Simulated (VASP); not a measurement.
A run of VASP 6.6.1:

POSCAR

```
Ti
1.0
    2.9500000000      0.0000000000      0.0000000000
   -1.4750000000      2.5547749412      0.0000000000
    0.0000000000      0.0000000000      4.6800000000
Ti
2
Direct
    0.3333333333      0.6666666667      0.2500000000
    0.6666666667      0.3333333333      0.7500000000
```

Contents of INCAR.step1:

```
SYSTEM = Ti
ALGO     = Normal         ! electronic algorithm
EDIFF    = 1E-4           ! SCF threshold, eV
ENCUT    = 600            ! plane-wave cutoff, eV
GGA      = PE             ! functional
ISMEAR   = 0              ! smearing method
LASPH    = .True.         ! aspherical terms in the spheres
LCHARG   = .False.        ! write CHGCAR
LREAL    = .False.        ! projectors in reciprocal space
LWAVE    = .True.         ! write WAVECAR
NELM     = 60             ! most SCF steps
PREC     = Accurate       ! precision mode
SIGMA    = 0.1            ! smearing width, eV
```

The input INCAR.step2:

```
SYSTEM = Ti
ALGO     = Normal         ! electronic algorithm
EDIFF    = 1E-6           ! SCF threshold, eV
EDIFFG   = -0.005         ! ionic threshold
ENCUT    = 600            ! plane-wave cutoff, eV
IBRION   = 2              ! ionic algorithm
ISIF     = 3              ! what is computed and relaxed
ISMEAR   = 0              ! smearing method
ISTART   = 1            
LASPH    = .True.         ! aspherical terms in the spheres
LCHARG   = .False.        ! write CHGCAR
LMIXTAU  = .True.       
LREAL    = .False.        ! projectors in reciprocal space
LWAVE    = .False.        ! write WAVECAR
METAGGA  = R2SCAN         ! meta-GGA
NELM     = 60             ! most SCF steps
NSW      = 100            ! ionic steps
PREC     = Accurate       ! precision mode
SIGMA    = 0.1            ! smearing width, eV
```

Contents of KPOINTS:

```
k-points
0
Gamma
  18 18 10
  0 0 0
```

Potentials or basis: VASP PAW PBE potentials, release 64 (Ti_sv).

Command:

```bash
$ cat potpaw_PBE.64/Ti_sv/POTCAR > POTCAR
$ cp INCAR.step1 INCAR
$ mpirun -np 1 vasp_std > vasp.out
$ cp INCAR.step2 INCAR
$ mpirun -np 1 vasp_std > vasp.out
```

Hardware: 1 thread of Oxide Virtual Turin-like Processor (shared host).

Task: How long does it take, and how much memory?

Result: It took 75 min on 1 thread of Oxide Virtual Turin-like Processor (shared host), peak memory 0.24 GiB. Counts: k points 222, ion steps 6.
